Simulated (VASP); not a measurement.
Set up this calculation in VASP 6.6.1, as the native input.

| Property | Result |
| --- | --- |
| Task | relaxation of shape and atoms at fixed volume |
| Functional | PBEsol |
| Potentials or basis | VASP PAW PBE potentials, release 64 (Bi_d) |
| Cutoff | 600 eV |
| k mesh | 12 × 12 × 12 |
| Occupations | gaussian, width 0.1 eV |
| Spin | no spin polarisation |
| Dipole correction | no |
| Further INCAR settings | ALGO = Fast; EDIFF = 1e-06; IBRION = 2; EDIFFG = -0.01; NSW = 50; ISIF = 4 |

The structure of Bi lies in POSCAR:

```
Bi
1.0
    2.2846622191      1.3190503472      3.9227599972
   -2.2846622191      1.3190503472      3.9227599972
    0.0000000000     -2.6381006944      3.9227599972
Bi
2
Direct
    0.2366973713      0.2366973713      0.2366973713
    0.7633026287      0.7633026287      0.7633026287
```

These files were run (other wordings do the same):

INCAR

```
SYSTEM = Bi
PREC = Accurate
ENCUT = 600
EDIFF = 1E-6
ISMEAR = 0
SIGMA = 0.1
LREAL = .False.
LASPH = .True.
NELM = 60
ALGO = Fast
ISIF = 4
LWAVE = .False.
LCHARG = .False.
GGA = PS
IBRION = 2
NSW = 50
EDIFFG = -0.01
```

KPOINTS

```
regular mesh
0
Gamma
  12 12 12
  0 0 0
```

Potentials or basis: VASP PAW PBE potentials, release 64 (Bi_d).

Command:

```sh
$ cat potpaw_PBE.64/Bi_d/POTCAR > POTCAR
$ mpirun -np 1 vasp_std > vasp.out
```

It gave:

```json
{
 "Energy gained by relaxing": "1.1 meV/atom",
 "Ionic steps": "10",
 "Pressure after relaxing": "-1.0 GPa",
 "Largest force after relaxing": "0.009 eV/Å",
 "Band gap on the k mesh": "zero (bands 15 and 16 overlap by 0.22 eV)"
}
```

Caveat: the PAW data sets were made with another functional, which shifts forces and pressure a little; spin-orbit coupling is left out, which moves the levels of the heavy elements.

Run time: 30 min on 1 thread of Oxide Virtual Turin-like Processor, on a shared host, peak memory 0.39 GiB.
